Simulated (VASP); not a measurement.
Wanted: the native input for a VASP 6.6.1 run.

| Item | Value |
| --- | --- |
| Task | relaxation of cell and atoms |
| Functional | PBE |
| Potentials or basis | VASP PAW PBE potentials, release 64 (Be) |
| Cutoff | 600 eV |
| k mesh | 11 × 11 × 11 |
| Occupations | methfessel-paxton, width 0.05 eV |
| Spin | no spin polarisation |
| Target pressure | 10 GPa |
| Dipole correction | no |
| Further INCAR settings | ALGO = Normal; EDIFF = 1e-06; IBRION = 2; EDIFFG = -0.01; NSW = 80; ISIF = 3 |

The structure of Be lies in POSCAR:

```
Be
1.0
    2.0700000000      0.0000000000      0.0000000000
    0.0000000000      2.0700000000      0.0000000000
    0.0000000000      0.0000000000      2.0700000000
Be
1
Direct
    0.0000000000      0.0000000000      0.0000000000
```

These files were run (other wordings do the same):

INCAR

```
SYSTEM = Be
ALGO = Normal ; EDIFF = 1E-6
EDIFFG = -0.01 ; ENCUT = 600
GGA = PE ; IBRION = 2
ISIF = 3 ; ISMEAR = 1
LASPH = .True. ; LCHARG = .False.
LREAL = .False. ; LWAVE = .False.
NELM = 80 ; NSW = 80
PREC = Accurate ; PSTRESS = 100.0
SIGMA = 0.05
```

KPOINTS

```
k-points
0
Gamma
  11 11 11
  0 0 0
```

Potentials or basis: VASP PAW PBE potentials, release 64 (Be).

Command:

```bash
$ cat potpaw_PBE.64/Be/POTCAR > POTCAR
$ mpirun -np 1 vasp_std > vasp.out
```

It gave:

| Quantity | Value |
| --- | --- |
| Relaxed volume | 9.26 Å³/atom |
| Relaxed cell | a = 2.100 Å, b = 2.100 Å, c = 2.100 Å, α = 90.00°, β = 90.00°, γ = 90.00° |
| Space group after relaxing (to 0.05 Å) | Pm-3m (No. 221) |
| Energy change on relaxing (the enthalpy is what falls) | -30.4 meV/atom |
| Ionic steps | 3 |
| Pressure after relaxing | 10.0 GPa |
| Band gap on the k mesh | zero (band 1 reaches 10.38 eV, above the bottom of band 2 at 4.36 eV) |

Caveat: the cell is relaxed towards a set pressure, so the enthalpy falls and the energy may rise.

It took 3.7 s on 1 thread of Intel(R) Xeon(R) 6975P-C (Granite Rapids) (shared host), peak memory 0.11 GiB.
